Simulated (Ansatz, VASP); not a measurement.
## Sb: VASP beside Ansatz

Contents of INCAR:

```
  ALGO = Normal
  EDIFF = 1E-6
  ENCUT = 520
  ISIF = 2
  ISMEAR = -1
  LASPH = True
  LCHARG = False
  LREAL = False
  LWAVE = False
  NBANDS = 18
  NELM = 80
  PREC = Accurate
  SIGMA = 0.05
```

The input KPOINTS:

```
k-points
0
Gamma
  7 7 7
```

POSCAR

```
Sb
1.0
   -3.9755443643      3.9755443643      1.9981119061
    3.9755443643     -3.9755443643      1.9981119061
    3.9755443643      3.9755443643     -1.9981119061
Sb
4
Direct
    0.6512630600      0.1512630600      0.8025261200
    0.1512630600      0.3487369400      0.5000000000
    0.3487369400      0.8487369400      0.1974738800
    0.8487369400      0.6512630600      0.5000000000
```

File input.yaml:

```yaml
crystal:
  lattice:
    - [-3.9755443643, 3.9755443643, 1.9981119061]
    - [3.9755443643, -3.9755443643, 1.9981119061]
    - [3.9755443643, 3.9755443643, -1.9981119061]
  atoms:
    - { symbol: Sb, position: [0.65126306, 0.15126306, 0.80252612] }
    - { symbol: Sb, position: [0.15126306, 0.34873694, 0.5] }
    - { symbol: Sb, position: [0.34873694, 0.84873694, 0.19747388] }
    - { symbol: Sb, position: [0.84873694, 0.65126306, 0.5] }
kpoints:
  mp_grid: { grid: [7, 7, 7] }
scf:
  occupations: { method: fermi_dirac, width: 0.05 }
hamiltonian:
  xc: lda
  pseudopotentials: { kind: all_electron, lapw: { basis_error: 0.002 } }
output:
  forces: true
  stress: true
  eigenvalues: true
```

Change from the starting cell: volume scaled by 0.96.

Alike in both runs: task single point; functional LDA; k mesh 7 × 7 × 7; occupations fermi-dirac, width 0.05 eV; no spin polarisation.

```csv
,VASP,Ansatz
version,VASP 6.6.1,Ansatz 0.2.0
potentials or method,"VASP PAW LDA potentials, release 64 (Sb), cutoff 520 eV","all-electron LAPW, scalar-relativistic"
```

|  | VASP | Ansatz | Ansatz less VASP |
| --- | --- | --- | --- |
| gap on the k mesh at the Fermi level (eV) | none | none | - |
| pressure (GPa) | 0.5 | 0.3 | -0.15 |
| traceless stress, the component that is largest in VASP (GPa) | 0.47 | 0.41 | -0.051 |
| rms of the force components (eV/Å) | 0.012 | 0.014 | +0.0018 |

LDA's correlation is that of Perdew and Zunger in VASP and of Perdew and Wang (1992) in Ansatz. Atom by atom the forces differ by 0.002 eV/Å (rms over components). A gap of «none» marks a metal or a gap that the smearing closes. Ansatz ran all-electron here, and VASP with PAW potentials.

Neither program's run includes spin-orbit coupling.
